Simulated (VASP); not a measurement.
# Mo (P6/mmm) in VASP: notebook

Runs on Mo. Level: r2SCAN. Tasks: single point.

All numbers are computed with VASP 6.6.1; they aren't measurements. Logs are shortened: lines on timing, memory, paths and dates and some standing lists are left out, and cuts for length are marked.

**1. The cell of the first run**

It takes space group P6/mmm (No. 191, hexagonal). The conventional cell has a = 2.736 Å, b = 2.736 Å, c = 2.555 Å, α = 90.00°, β = 90.00°, γ = 120.00°. Within 3.4 Å of Mo (site symmetry 6/mmm) lie 8 Mo at 2.56 to 2.74 Å.

**2. Single point, r2SCAN**

POSCAR reads:

```
Mo
1.0
    2.7355100000      0.0000000000      0.0000000000
   -1.3677600000      2.3690200000      0.0000000000
    0.0000000000      0.0000000000      2.5551800000
Mo
1
Direct
    0.0000000000      0.0000000000      0.5000000000
```

INCAR.step1 reads:

```
SYSTEM = Mo
PREC = Accurate
ENCUT = 520
ISMEAR = -1
SIGMA = 0.1
LREAL = .False.
LASPH = .True.
NELM = 80
NBANDS = 13
GGA = PE
ALGO = Normal
EDIFF = 1E-4
LWAVE = .True.
LCHARG = .False.
```

INCAR.step2 reads:

```
SYSTEM = Mo
PREC = Accurate
ENCUT = 520
EDIFF = 1E-7
ISMEAR = -1
SIGMA = 0.1
LREAL = .False.
LASPH = .True.
NELM = 80
ALGO = Normal
ISIF = 2
LWAVE = .False.
LCHARG = .False.
METAGGA = R2SCAN
LMIXTAU = .True.
NBANDS = 13
ISTART = 1
```

KPOINTS reads:

```
regular mesh
0
Gamma
  14 14 13
  0 0 0
```

Potentials or basis: VASP PAW PBE potentials, release 64 (Mo_sv).

On the command line:

```
$ cat potpaw_PBE.64/Mo_sv/POTCAR > POTCAR
$ cp INCAR.step1 INCAR
$ mpirun -np 1 vasp_std > vasp.out
$ cp INCAR.step2 INCAR
$ mpirun -np 1 vasp_std > vasp.out
```

OUTCAR:

```text
SYSTEM = Mo
   PREC = Accurate
   ENCUT = 520
   EDIFF = 1E-7
   ISMEAR = -1
   LREAL = .False.
   LASPH = .True.
   NELM = 80
   ISIF = 2
   METAGGA = R2SCAN
   ISTART = 1

 ion  position               nearest neighbor table
   1  0.000  0.000  0.500-

  LATTYP: Found a hexagonal cell.
 ALAT       =     2.7355100000
 C/A-ratio  =     0.9340781061

  Lattice vectors:

 A1 = (   2.7355100000,   0.0000000000,   0.0000000000)
 A2 = (  -1.3677600000,   2.3690200000,   0.0000000000)
 A3 = (   0.0000000000,   0.0000000000,   2.5551800000)

Analysis of symmetry for initial positions (statically):
=====================================================================
 Subroutine PRICEL returns:
 Original cell was already a primitive cell.

 Routine SETGRP: Setting up the symmetry group for a
 hexagonal supercell.

 Subroutine GETGRP returns: Found 24 space group operations
 (whereof 24 operations were pure point group operations)
 out of a pool of 24 trial point group operations.

The static configuration has the point symmetry D_6h.

Analysis of symmetry for dynamics (positions and initial velocities):
=====================================================================
 Subroutine PRICEL returns:
 Original cell was already a primitive cell.

 Routine SETGRP: Setting up the symmetry group for a
 hexagonal supercell.

 Subroutine GETGRP returns: Found 24 space group operations
 (whereof 24 operations were pure point group operations)
 out of a pool of 24 trial point group operations.

The dynamic configuration has the point symmetry D_6h.

 Subroutine INISYM returns: Found 24 space group operations
 (whereof 24 operations are pure point group operations),
 and found     1 'primitive' translations

----------------------------------------------------------------------------------------

                                     Primitive cell

  volume of cell :      16.5588

  direct lattice vectors                    reciprocal lattice vectors
     2.735510000  0.000000000  0.000000000     0.365562546  0.211058509  0.000000000
    -1.367760000  2.369020000  0.000000000     0.000000000  0.422115474  0.000000000
     0.000000000  0.000000000  2.555180000     0.000000000  0.000000000  0.391361861

  length of vectors
     2.735510000  2.735511502  2.555180000     0.422115706  0.422115474  0.391361861

  position of ions in fractional coordinates (direct lattice)
     0.000000000  0.000000000  0.500000000

  ion indices of the primitive-cell ions
   primitive index   ion index
                 1           1

----------------------------------------------------------------------------------------

 KPOINTS: regular mesh

Automatic generation of k-mesh.
 Grid dimensions read from file:
 generate k-points for:   14   14   13

 Generating k-lattice:

  Cartesian coordinates                     Fractional coordinates (reciprocal lattice)
     0.026111610  0.015075608  0.000000000     0.071428571  0.000000000  0.000000000
     0.000000000  0.030151105  0.000000000     0.000000000  0.071428571  0.000000000
     0.000000000  0.000000000  0.030104759     0.000000000  0.000000000  0.076923077

  Length of vectors
     0.030151122  0.030151105  0.030104759

  Shift w.r.t. Gamma in fractional coordinates (k-lattice)
     0.000000000  0.000000000  0.000000000

 Subroutine IBZKPT returns following result:
 ===========================================

 Found    168 irreducible k-points:

 Following reciprocal coordinates:
            Coordinates               Weight
  0.000000  0.000000  0.000000      1.000000
  0.071429  0.000000  0.000000      6.000000
  0.142857  0.000000  0.000000      6.000000
  0.214286  0.000000  0.000000      6.000000
  0.285714  0.000000  0.000000      6.000000
  0.357143  0.000000  0.000000      6.000000
[... 16 lines left out ...]
  0.285714  0.285714  0.000000      6.000000
  0.357143  0.285714  0.000000      6.000000
 [... further k-points ...]
   k-points           NKPTS =    168   k-points in BZ     NKDIM =    168   number of bands    NBANDS=     13
   number of dos      NEDOS =    301   number of ions     NIONS =      1
   total plane-waves  NPLWV =   8000
   dimension x,y,z NGX =    20 NGY =   20 NGZ =   20
   dimension x,y,z NGXF=    40 NGYF=   40 NGZF=   40
   ions per type =               1
   NGX,Y,Z   is equivalent  to a cutoff of  12.15, 12.15, 13.01 a.u.
   NGXF,Y,Z  is equivalent  to a cutoff of  24.31, 24.31, 26.02 a.u.
 SYSTEM =  Mo
   PREC   = accura    normal or accurate (medium, high low for compatibility)
   ISTART =      1    job   : 0-new  1-cont  2-samecut
   ICHARG =      0    charge: 1-file 2-atom 10-const
   ISPIN  =      1    spin polarized calculation?
   LNONCOLLINEAR =      F non collinear calculations
   LSORBIT =      F    spin-orbit coupling
   LASPH  =      T    aspherical Exc in radial PAW
   ENCUT  =  520.0 eV  38.22 Ry    6.18 a.u.   5.09  5.09  4.75*2*pi/ulx,y,z
   NELM   =     80;   NELMIN=  2; NELMDL=  0     # of ELM steps
   EDIFF  = 0.1E-06   stopping-criterion for ELM
   LREAL  =      F    real-space projection
   EDIFFG = 0.1E-05   stopping-criterion for IOM
   NSW    =      0    number of steps for IOM
   IBRION =     -1    ionic relax: 0-MD 1-quasi-New 2-CG
   NFREE  =      0    steps in history (QN), initial steepest desc. (CG)
   ISIF   =      2    stress and relaxation
   ISYM   =      2    0-nonsym 1-usesym 2-fastsym
   POTIM  = 0.5000    time-step for ionic-motion
   TEBEG  =    0.0;   TEEND  =   0.0 temperature during run
   PSTRESS=    0.0 pullay stress
   NELECT =      14.0000    total number of electrons
   NUPDOWN=      -1.0000    fix difference up-down
   EMIN   =  10.00;   EMAX   =-10.00  energy-range for DOS
   EFERMI =   0.00;   METHOD = LEGACY
   ISMEAR =    -1;   SIGMA  =   0.10  broadening in eV -4-tet -1-fermi 0-gaus
   EFERMI_NEDOS =   21; number of points for ismear=-14 and -15
   IALGO  =     38    algorithm
   IMIX   =      4    mixing-type and parameters
     AMIX     =   0.40;   BMIX     =  1.00
     AMIX_MAG =   1.60;   BMIX_MAG =  1.00
  volume/ion in A,a.u.               =      16.56       111.74
  Fermi-wavevector in a.u.,A,eV,Ry     =   1.548013  2.925321 32.604252  2.396345
  Thomas-Fermi vector in A             =   2.653024
   LORBIT       =      0    0 simple, 1 ext, 2 COOP (PROOUT), +10 PAW based schemes
   METAGGA = R2SCAN    functional components
   LHFCALC =     F    Hartree Fock is set to
   AEXX    =    0.0000 exact exchange contribution
   IVDW    =     0    specifies the selected vdW correction
   LEPSILON=     F    determine dielectric tensor
   LRPA    =     F    only Hartree local field effects (RPA)
 non-spin polarized calculation
  energy-cutoff  :      520.00
  volume of cell :       16.56
 maximum number of plane-waves:       460
   NGX = 11   NGY = 11   NGZ =  9

 number of electron      14.0000000 magnetization

 Free energy of the ion-electron system (eV)
  ---------------------------------------------------
  ext. energy  EPLUGINS =         0.00000000
  ---------------------------------------------------
  free energy    TOTEN  =       -25.16322992 eV

  energy without entropy =      -25.13887884  energy(sigma->0) =      -25.15105438

 E-fermi :  11.5666     XC(G=0): -14.1407

 val. band max:       11.5600954433   @ k =   0.1429   0.1429   0.4615
 cond. band min:      11.6083983631   @ k =   0.5000   0.0000   0.3846
 fundamental gap:      0.0483029198
 Fermi energy:        11.5665770435

 k-point     1 :       0.0000    0.0000    0.0000
  band No.  band energies     occupation
      1     -51.4437      2.00000
      2     -23.9403      2.00000
      3     -23.9403      2.00000
      4     -23.8667      2.00000
      5       4.3750      2.00000
      6       6.8639      2.00000
      7      10.6106      1.99986
      8      10.6107      1.99986
      9      15.9487      0.00000
     10      15.9487      0.00000
     11      25.0797      0.00000
     12      28.3114      0.00000
     13      33.3889      0.00000

 k-point     2 :       0.0714    0.0000    0.0000
  band No.  band energies     occupation
      1     -51.4316      2.00000
      2     -24.0187      2.00000
      3     -23.9577      2.00000
      4     -23.8587      2.00000
      5       4.5853      2.00000
      6       6.9544      2.00000
      7      10.3989      1.99998
      8      10.8029      1.99904
      9      15.7271      0.00000
     10      15.9126      0.00000
     11      25.5557      0.00000
     12      28.7273      0.00000
     13      32.1731      0.00000

 k-point     3 :       0.1429    0.0000    0.0000
  band No.  band energies     occupation
      1     -51.3977      2.00000
      2     -24.2352      2.00000
      3     -24.0060      2.00000
      4     -23.8362      2.00000
      5       5.1592      2.00000
      6       7.2106      2.00000
      7       9.9136      2.00000
      8      11.3665      1.76182
      9      15.1608      0.00000
     10      15.8130      0.00000
     11      26.7205      0.00000
     12      29.8518      0.00000
     13      30.1998      0.00000
[... 305 lines left out ...]
 k-point    23 :       0.2857    0.2857    0.0000
  band No.  band energies     occupation
      1     -51.1729      2.00000
      2     -25.1365      2.00000
      3     -24.7565      2.00000
      4     -23.6888      2.00000
      5       8.3133      2.00000
      6       8.7032      2.00000
      7       9.7431      2.00000
      8      13.3122      0.00000
      9      14.1426      0.00000
     10      18.5928      0.00000
     11      21.2420      0.00000
     12      21.9460      0.00000
     13      31.5118      0.00000

 k-point    24 :       0.3571    0.2857    0.0000
  band No.  band energies     occupation
      1     -51.1650      2.00000
      2     -25.0878      2.00000
      3     -24.8631      2.00000
      4     -23.6837      2.00000
      5       8.3895      2.00000
      6       8.8680      2.00000
      7       9.8036      2.00000
      8      13.4244      0.00000
      9      13.9084      0.00000
     10      19.4724      0.00000
     11      20.6498      0.00000
     12      21.1281      0.00000
     13      32.3026      0.00000

 [... further k-points ...]

------------------------ aborting loop because EDIFF is reached ----------------------------------------

  FORCE on cell =-STRESS in cart. coord.  units (eV):
  Direction    XX          YY          ZZ          XY          YZ          ZX
  --------------------------------------------------------------------------------------
  -------------------------------------------------------------------------------------
  Total        0.3559791      0.3559787     -0.1204785     -0.0000008      0.0000000      0.0000000
  in kB       34.4434411     34.4434076    -11.6571281     -0.0000727      0.0000000      0.0000000
  external PRESSURE =      19.0765735 kB  Pullay stress =       0.0000000 kB

 VOLUME and BASIS-vectors are now :
 -----------------------------------------------------------------------------
  energy-cutoff  :      520.00
  volume of cell :       16.56
      direct lattice vectors                 reciprocal lattice vectors
     2.735510000  0.000000000  0.000000000     0.365562546  0.211058509  0.000000000
    -1.367760000  2.369020000  0.000000000     0.000000000  0.422115474  0.000000000
     0.000000000  0.000000000  2.555180000     0.000000000  0.000000000  0.391361861

 POSITION                                       TOTAL-FORCE (eV/Angst)
 -----------------------------------------------------------------------------------
      0.00000      0.00000      1.27759        -0.000000      0.000000      0.000000
 -----------------------------------------------------------------------------------
    total drift:                                0.000000      0.000000     -0.000000

  FREE ENERGIE OF THE ION-ELECTRON SYSTEM (eV)
  ---------------------------------------------------
  free  energy   TOTEN  =       -25.1632299177 eV

  energy  without entropy=      -25.1388788373  energy(sigma->0) =      -25.15105438
```

It took 2.1 min on 1 thread of Intel Xeon Platinum 8259CL at 2.50GHz (Skylake/Cascade Lake), shared host; peak memory 0.15 GiB.

Results:

- Free energy: -25.1632 eV
- Pressure: 1.9 GPa
- Band gap on the k mesh: zero (band 7 reaches 12.53 eV, above the bottom of band 8 at 10.61 eV)

Stress tensor (GPa, compression positive):
```
 3.44  0.00  0.00
 0.00  3.44  0.00
 0.00  0.00 -1.17
```

Caveat: the PAW data sets were made with another functional, which shifts forces and pressure a little.

(Part 1 of 2 ends here.)
